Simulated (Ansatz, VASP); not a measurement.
One calculation of Mo, two programs

```
Mo
1.0
     0.00000    1.84626    2.40014
     1.84626    0.00000    2.40014
     1.84626    1.84626    0.00000
Mo
1
Cartesian
  0.0000 0.0000 0.0000
```

Alike in both runs: task single point; functional LDA; k mesh 22 × 22 × 22; occupations gaussian, width 0.15 eV; no spin polarisation.

|  | VASP | Ansatz |
| --- | --- | --- |
| version | VASP 6.6.1 | Ansatz 0.2.0 |
| potentials or method | VASP PAW LDA potentials, release 64 (Mo_sv), cutoff 520 eV | scalar-relativistic, plane waves, PAW |
| valence electrons in the cell | 14 | 14 |

```csv
,VASP,Ansatz,Ansatz less VASP
gap on the k mesh at the Fermi level (eV),none,none,-
pressure (GPa),-13.0,-14.0,-0.99
"traceless stress, the component that is largest in VASP (GPa)",-5.04,-4.88,+0.162
```

LDA's correlation is that of Perdew and Zunger in VASP and of Perdew and Wang (1992) in Ansatz. A gap of «none» marks a metal or a gap that the smearing closes.
